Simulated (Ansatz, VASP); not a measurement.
One calculation of HfO2, two programs

The input INCAR:

```
PREC = Accurate
ENCUT = 520
EDIFF = 1E-7
ISMEAR = 0
SIGMA = 0.05
LREAL = False
LASPH = True
NELM = 100
ALGO = Normal
ISIF = 2
LWAVE = False
LCHARG = False
GGA = PE
NBANDS = 18
```

KPOINTS

```
Automatic mesh
0
Gamma
  8 8 8
```

POSCAR

```
HfO2
1.0
    0.0000000000      2.6214375000      2.6214375000
    2.6214375000      0.0000000000      2.6214375000
    2.6214375000      2.6214375000      0.0000000000
Hf O
1 2
Direct
    0.0000000000      0.0000000000      0.0000000000
    0.2500000000      0.2500000000      0.2500000000
    0.7500000000      0.7500000000      0.7500000000
```

Input for Ansatz:

```yaml
crystal:
  lattice:
    - [0.0, 2.6214375, 2.6214375]
    - [2.6214375, 0.0, 2.6214375]
    - [2.6214375, 2.6214375, 0.0]
  atoms:
    - { symbol: Hf, position: [0.0, 0.0, 0.0] }
    - { symbol: O, position: [0.25, 0.25, 0.25] }
    - { symbol: O, position: [0.75, 0.75, 0.75] }
basis:
  ecutwfc: 420
kpoints:
  mp_grid: { grid: [8, 8, 8] }
hamiltonian:
  xc: pbe
scf:
  occupations: { method: gaussian, width: 0.05 }
output:
  forces: true
  stress: true
  eigenvalues: true
```

Change from the starting cell: strain +0.025 along x and y, +0.025 along z, atoms carried along.

Alike in both runs: task single point; functional PBE; k mesh 8 × 8 × 8; occupations gaussian, width 0.05 eV; no spin polarisation.

|  | VASP | Ansatz |
| --- | --- | --- |
| version | VASP 6.6.1 | Ansatz 0.2.0 |
| potentials or method | VASP PAW PBE potentials, release 64 (Hf_pv, O), cutoff 520 eV | scalar-relativistic, plane waves, PAW |
| valence electrons in the cell | 22 | 38 |

|  | VASP | Ansatz | Ansatz less VASP |
| --- | --- | --- | --- |
| gap on the k mesh at the Fermi level (eV) | 3.52 | 3.53 | +0.009 |
| least direct gap on the mesh (eV) | 3.52 | 3.53 | +0.009 |
| pressure (GPa) | -20.2 | -17.4 | +2.88 |

VASP's potentials hold 22 valence electrons a cell and Ansatz's 38, so a difference there can come from the potentials and not from the codes.

Neither program's run includes spin-orbit coupling.
